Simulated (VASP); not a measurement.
# V (Im-3m) in VASP: notebook

The runs below take V through single point, with BLYP.

Program: VASP 6.6.1. These are calculated values, not measurements. Logs are shortened: lines on timing, memory, paths and dates and some standing lists are left out, and cuts for length are marked.

## Step 1: The cell of the first run

It takes space group Im-3m (No. 229, cubic). The conventional cell has a = 3.025 Å, b = 3.025 Å, c = 3.025 Å, α = 90.00°, β = 90.00°, γ = 90.00°. Within 3.5 Å of V (site symmetry m-3m) lie 14 V at 2.62 to 3.02 Å.

## Step 2: Single point, BLYP, non-collinear spin, typed start, spin-orbit coupling

The input, INCAR:

```
SYSTEM = V
AGGAC = 1.0
AGGAX = 1.0
ALDAC = 0.0
ALDAX = 1.0
ALGO = Normal
EDIFF = 1E-7
ENCUT = 520
GGA = B5
GGA_COMPAT = .FALSE.
ISIF = 2
ISMEAR = -1
LASPH = .TRUE.
LCHARG = .FALSE.
LMAXMIX = 4
LORBIT = 11
LORBMOM = .TRUE.
LREAL = .FALSE.
LSORBIT = .TRUE.
LWAVE = .FALSE.
MAGMOM = 0 0 1
NBANDS = 24
NELM = 150
PREC = Accurate
SIGMA = 0.05
```

The input, KPOINTS:

```
k-points
0
G
  15 15 15
  0 0 0
```

The input, POSCAR:

```
V
1.0
   -1.5123953054      1.5123953054      1.5123953054
    1.5123953054     -1.5123953054      1.5123953054
    1.5123953054      1.5123953054     -1.5123953054
V
1
Direct
    0.0000000000      0.0000000000      0.0000000000
```

Potentials or basis: VASP PAW PBE potentials, release 64 (V_sv).

Command:

```console
$ cat potpaw_PBE.64/V_sv/POTCAR > POTCAR
$ mpirun -np 1 vasp_ncl > vasp.out
```

OUTCAR:

```text
SYSTEM = V
   EDIFF = 1E-7
   ENCUT = 520
   GGA = B5
   ISIF = 2
   ISMEAR = -1
   LASPH = .TRUE.
   LORBIT = 11
   LREAL = .FALSE.
   LSORBIT = .TRUE.
   NELM = 150
   PREC = Accurate

 ion  position               nearest neighbor table
   1  0.000  0.000  0.000-

  LATTYP: Found a body centered cubic cell.
 ALAT       =     3.0247906108

  Lattice vectors:

 A1 = (  -1.5123953054,   1.5123953054,   1.5123953054)
 A2 = (   1.5123953054,  -1.5123953054,   1.5123953054)
 A3 = (   1.5123953054,   1.5123953054,  -1.5123953054)

Analysis of symmetry for initial positions (statically):
=====================================================================
 Subroutine PRICEL returns:
 Original cell was already a primitive cell.

 Routine SETGRP: Setting up the symmetry group for a
 body centered cubic supercell.

 Subroutine GETGRP returns: Found 48 space group operations
 (whereof 48 operations were pure point group operations)
 out of a pool of 48 trial point group operations.

The static configuration has the point symmetry O_h .

Analysis of symmetry for dynamics (positions and initial velocities):
=====================================================================
 Subroutine PRICEL returns:
 Original cell was already a primitive cell.

 Routine SETGRP: Setting up the symmetry group for a
 body centered cubic supercell.

 Subroutine GETGRP returns: Found 48 space group operations
 (whereof 48 operations were pure point group operations)
 out of a pool of 48 trial point group operations.

The dynamic configuration has the point symmetry O_h .

Analysis of structural, dynamic, and magnetic symmetry:
=====================================================================
 Subroutine PRICEL returns:
 Original cell was already a primitive cell.

 Routine SETGRP: Setting up the symmetry group for a
 body centered cubic supercell.

 Subroutine GETGRP returns: Found  8 space group operations
 (whereof  8 operations were pure point group operations)
 out of a pool of 48 trial point group operations.

The overall configuration has the point symmetry C_4h.

 Subroutine INISYM returns: Found  8 space group operations
 (whereof  8 operations are pure point group operations),
 and found     1 'primitive' translations

----------------------------------------------------------------------------------------

                                     Primitive cell

  volume of cell :      13.8374

  direct lattice vectors                    reciprocal lattice vectors
    -1.512395305  1.512395305  1.512395305     0.000000000  0.330601396  0.330601396
     1.512395305 -1.512395305  1.512395305     0.330601396  0.000000000  0.330601396
     1.512395305  1.512395305 -1.512395305     0.330601396  0.330601396  0.000000000

  length of vectors
     2.619545510  2.619545510  2.619545510     0.467540979  0.467540979  0.467540979

  position of ions in fractional coordinates (direct lattice)
     0.000000000  0.000000000  0.000000000

  ion indices of the primitive-cell ions
   primitive index   ion index
                 1           1

----------------------------------------------------------------------------------------

 KPOINTS: k-points

Automatic generation of k-mesh.
 Grid dimensions read from file:
 generate k-points for:   15   15   15

 Generating k-lattice:

  Cartesian coordinates                     Fractional coordinates (reciprocal lattice)
     0.000000000  0.022040093  0.022040093     0.066666667  0.000000000  0.000000000
     0.022040093  0.000000000  0.022040093     0.000000000  0.066666667  0.000000000
     0.022040093  0.022040093  0.000000000     0.000000000  0.000000000  0.066666667

  Length of vectors
     0.031169399  0.031169399  0.031169399

  Shift w.r.t. Gamma in fractional coordinates (k-lattice)
     0.000000000  0.000000000  0.000000000

 Subroutine IBZKPT returns following result:
 ===========================================

 Found    456 irreducible k-points:

 Following reciprocal coordinates:
            Coordinates               Weight
  0.000000  0.000000  0.000000      1.000000
  0.066667  0.000000  0.000000      8.000000
  0.000000  0.000000  0.066667      4.000000
  0.133333  0.000000  0.000000      8.000000
  0.000000  0.000000  0.133333      4.000000
  0.200000  0.000000  0.000000      8.000000
[... 16 lines left out ...]
 -0.200000  0.133333 -0.000000      8.000000
 -0.200000  0.000000  0.066667      8.000000
 [... further k-points ...]
   k-points           NKPTS =    456   k-points in BZ     NKDIM =    456   number of bands    NBANDS=     24
   number of dos      NEDOS =    301   number of ions     NIONS =      1
   total plane-waves  NPLWV =   8000
   dimension x,y,z NGX =    20 NGY =   20 NGZ =   20
   dimension x,y,z NGXF=    40 NGYF=   40 NGZF=   40
   ions per type =               1
   NGX,Y,Z   is equivalent  to a cutoff of  12.69, 12.69, 12.69 a.u.
   NGXF,Y,Z  is equivalent  to a cutoff of  25.39, 25.39, 25.39 a.u.
 SYSTEM =  V
   PREC   = accura    normal or accurate (medium, high low for compatibility)
   ISTART =      0    job   : 0-new  1-cont  2-samecut
   ICHARG =      2    charge: 1-file 2-atom 10-const
   ISPIN  =      1    spin polarized calculation?
   LNONCOLLINEAR =      T non collinear calculations
   LSORBIT =      T    spin-orbit coupling
   LASPH  =      T    aspherical Exc in radial PAW
   ENCUT  =  520.0 eV  38.22 Ry    6.18 a.u.   4.87  4.87  4.87*2*pi/ulx,y,z
   NELM   =    150;   NELMIN=  2; NELMDL= -5     # of ELM steps
   EDIFF  = 0.1E-06   stopping-criterion for ELM
   LREAL  =      F    real-space projection
   EDIFFG = 0.1E-05   stopping-criterion for IOM
   NSW    =      0    number of steps for IOM
   IBRION =     -1    ionic relax: 0-MD 1-quasi-New 2-CG
   NFREE  =      0    steps in history (QN), initial steepest desc. (CG)
   ISIF   =      2    stress and relaxation
   ISYM   =      2    0-nonsym 1-usesym 2-fastsym
   POTIM  = 0.5000    time-step for ionic-motion
   TEBEG  =    0.0;   TEEND  =   0.0 temperature during run
   PSTRESS=    0.0 pullay stress
   NELECT =      13.0000    total number of electrons
   NUPDOWN=      -1.0000    fix difference up-down
   EMIN   =  10.00;   EMAX   =-10.00  energy-range for DOS
   EFERMI =   0.00;   METHOD = LEGACY
   ISMEAR =    -1;   SIGMA  =   0.05  broadening in eV -4-tet -1-fermi 0-gaus
   EFERMI_NEDOS =   21; number of points for ismear=-14 and -15
   IALGO  =     38    algorithm
   IMIX   =      4    mixing-type and parameters
     AMIX     =   0.40;   BMIX     =  1.00
     AMIX_MAG =   1.60;   BMIX_MAG =  1.00
  volume/ion in A,a.u.               =      13.84        93.38
  Fermi-wavevector in a.u.,A,eV,Ry     =   1.603383  3.029955 34.978365  2.570837
  Thomas-Fermi vector in A             =   2.700055
   LORBIT       =     11    0 simple, 1 ext, 2 COOP (PROOUT), +10 PAW based schemes
   GGA     = B5    functional components
   LHFCALC =     F    Hartree Fock is set to
   AEXX    =    0.0000 exact exchange contribution
   IVDW    =     0    specifies the selected vdW correction
   LEPSILON=     F    determine dielectric tensor
   LRPA    =     F    only Hartree local field effects (RPA)
  energy-cutoff  :      520.00
  volume of cell :       13.84
 maximum number of plane-waves:       764
   NGX =  9   NGY =  9   NGZ =  9

 number of electron      13.0000000 magnetization       0.0000000      0.0000000      1.0000000

 number of electron      12.9999995 magnetization      -0.0000000      0.0000000     -0.0002510

 number of electron      12.9999995 magnetization       0.0000000      0.0000000     -0.0001613

 Free energy of the ion-electron system (eV)
  ---------------------------------------------------
  ext. energy  EPLUGINS =         0.00000000
  ---------------------------------------------------
  free energy    TOTEN  =        -7.85890201 eV

  energy without entropy =       -7.84495804  energy(sigma->0) =       -7.85193002

 E-fermi :   9.8603     XC(G=0): -12.2070

 val. band max:        9.8503329668   @ k =   0.0667   0.0667   0.0667
 cond. band min:       9.8666919020   @ k =   0.3333   0.0667  -0.3333
 fundamental gap:      0.0163589352
 Fermi energy:         9.8603465184

 k-point     1 :       0.0000    0.0000    0.0000
  band No.  band energies     occupation
      1     -53.6243      1.00000
      2     -53.6241      1.00000
      3     -27.7035      1.00000
      4     -27.7035      1.00000
      5     -26.8658      1.00000
      6     -26.8658      1.00000
[... 16 lines left out ...]
     23      30.3241      0.00000
     24      30.3241      0.00000

 k-point     2 :       0.0667    0.0000    0.0000
  band No.  band energies     occupation
      1     -53.6165      1.00000
      2     -53.6164      1.00000
      3     -27.7195      1.00000
      4     -27.7195      1.00000
      5     -26.8937      1.00000
      6     -26.8936      1.00000
[... 16 lines left out ...]
     23      30.2906      0.00000
     24      30.2907      0.00000

 k-point     3 :       0.0000    0.0000    0.0667
  band No.  band energies     occupation
      1     -53.6165      1.00000
      2     -53.6164      1.00000
      3     -27.7195      1.00000
      4     -27.7195      1.00000
      5     -26.8937      1.00000
      6     -26.8936      1.00000
[... 16 lines left out ...]
     23      30.2906      0.00000
     24      30.2907      0.00000
[... 514 lines left out ...]
 k-point    23 :      -0.2000    0.1333   -0.0000
  band No.  band energies     occupation
      1     -53.5744      1.00000
      2     -53.5743      1.00000
      3     -27.8148      1.00000
      4     -27.8148      1.00000
      5     -27.0315      1.00000
      6     -27.0314      1.00000
[... 16 lines left out ...]
     23      29.3392      0.00000
     24      29.3393      0.00000

 k-point    24 :      -0.2000    0.0000    0.0667
  band No.  band energies     occupation
      1     -53.5744      1.00000
      2     -53.5743      1.00000
      3     -27.8148      1.00000
      4     -27.8148      1.00000
      5     -27.0315      1.00000
      6     -27.0314      1.00000
[... 16 lines left out ...]
     23      29.3392      0.00000
     24      29.3393      0.00000

 [... further k-points ...]
[... 5 lines left out ...]
  --------------------------------------------------------------------------------------
  -------------------------------------------------------------------------------------
  Total        0.0246980      0.0246980      0.0247009     -0.0000000      0.0000000      0.0000000
  in kB        2.8596692      2.8596692      2.8600098     -0.0000057      0.0000000      0.0000000
  external PRESSURE =       2.8597827 kB  Pullay stress =       0.0000000 kB

 VOLUME and BASIS-vectors are now :
 -----------------------------------------------------------------------------
  energy-cutoff  :      520.00
  volume of cell :       13.84
      direct lattice vectors                 reciprocal lattice vectors
    -1.512395305  1.512395305  1.512395305     0.000000000  0.330601396  0.330601396
     1.512395305 -1.512395305  1.512395305     0.330601396  0.000000000  0.330601396
     1.512395305  1.512395305 -1.512395305     0.330601396  0.330601396  0.000000000

 POSITION                                       TOTAL-FORCE (eV/Angst)
 -----------------------------------------------------------------------------------
      0.00000      0.00000      0.00000         0.000000      0.000000      0.000000
 -----------------------------------------------------------------------------------
    total drift:                                0.000000     -0.000000      0.000000

  FREE ENERGIE OF THE ION-ELECTRON SYSTEM (eV)
  ---------------------------------------------------
  free  energy   TOTEN  =        -7.8589020088 eV

  energy  without entropy=       -7.8449580404  energy(sigma->0) =       -7.85193002

 orbital moment (x)

 # of ion     p       d       tot
 ----------------------------------------
  1         0.000  -0.000  -0.000
 ----------------------------------------
            0.000  -0.000  -0.000

 orbital moment (y)

 # of ion     p       d       tot
 ----------------------------------------
  1        -0.000  -0.000  -0.000
 ----------------------------------------
           -0.000  -0.000  -0.000

 orbital moment (z)

 # of ion     p       d       tot
 ----------------------------------------
  1         0.000   0.000   0.000
 ----------------------------------------
            0.000   0.000   0.000

 Spin-Orbit-Coupling matrix elements

 Ion:    1  E_soc:     -0.0174927
 l=   1
     0.0000000    -0.0025839    -0.0025839
    -0.0025839     0.0000000    -0.0025839
    -0.0025839    -0.0025839     0.0000000
 l=   2
     0.0000000    -0.0000865     0.0000000    -0.0000865    -0.0002451
    -0.0000865     0.0000000    -0.0001838    -0.0000865    -0.0000613
     0.0000000    -0.0001838     0.0000000    -0.0001838     0.0000000
    -0.0000865    -0.0000865    -0.0001838     0.0000000    -0.0000613
    -0.0002451    -0.0000613     0.0000000    -0.0000613     0.0000000
 l=   3
     0.0000000     0.0000000     0.0000000     0.0000000     0.0000000     0.0000000     0.0000000
     0.0000000     0.0000000     0.0000000     0.0000000     0.0000000     0.0000000     0.0000000
     0.0000000     0.0000000     0.0000000     0.0000000     0.0000000     0.0000000     0.0000000
     0.0000000     0.0000000     0.0000000     0.0000000     0.0000000     0.0000000     0.0000000
     0.0000000     0.0000000     0.0000000     0.0000000     0.0000000     0.0000000     0.0000000
     0.0000000     0.0000000     0.0000000     0.0000000     0.0000000     0.0000000     0.0000000
     0.0000000     0.0000000     0.0000000     0.0000000     0.0000000     0.0000000     0.0000000

 total charge

# of ion       s       p       d       tot
------------------------------------------
    1        2.335   6.203   3.128  11.665

 magnetization (x)

# of ion       s       p       d       tot
------------------------------------------
    1        0.000   0.000   0.000   0.000

 magnetization (y)

# of ion       s       p       d       tot
------------------------------------------
    1        0.000   0.000  -0.000  -0.000

 magnetization (z)

# of ion       s       p       d       tot
------------------------------------------
    1       -0.000  -0.000  -0.000  -0.000
```

It took 3.9 min on 1 thread of Intel Xeon 6975P-C, shared host; peak memory 0.32 GiB.

What came out:

```yaml
Free_energy: -7.8589 eV
Pressure: 0.3 GPa
Net_moment: 0.00 μB per cell
Valence_electrons_inside_the_program's_atomic_spheres: V 11.66
```

Moments on the atoms (μB; x, y, z):
```
V   0.00 0.00 0.00
```

Caveat: the PAW data sets were made with another functional, which shifts forces and pressure a little.

[end of part 1 of 2]
